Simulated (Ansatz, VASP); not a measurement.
**One calculation of PbO2, two programs**

```xyz
6
Lattice="4.9577 0.0000 0.0000 0.0000 4.9577 0.0000 0.0000 0.0000 3.3879" Properties=species:S:1:pos:R:3 pbc="T T T"
Pb    0.0000    0.0000    0.0000
Pb    2.4788    2.4788    1.6940
O     1.5230    1.5230    0.0000
O     0.9558    4.0019    1.6940
O     3.4347    3.4347    0.0000
O     4.0019    0.9558    1.6940
```

Alike in both runs: task relaxation of cell and atoms; functional r2SCAN; k mesh 7 × 7 × 9; occupations fermi-dirac, width 0.1 eV; no spin polarisation.

```csv
,VASP,Ansatz
version,VASP 6.6.1,Ansatz 0.2.0
potentials or method,"VASP PAW PBE potentials, release 64 (Pb_d, O), cutoff 600 eV",PAW plane waves
valence electrons in the cell,52,52
```

```tsv
	VASP	Ansatz	Ansatz less VASP
gap on the k mesh at the Fermi level, each at its own relaxed structure (eV)	none	none	-
relaxed volume (Å³/atom)	14.17	14.12	-0.053
relaxed length of the cell vector where the two differ most in proportion (Å)	3.416	3.407	-0.0086
```

VASP's potentials were made for PBE, not for r2SCAN. A gap of «none» marks a metal or a gap that the smearing closes.

Neither program's run includes spin-orbit coupling.
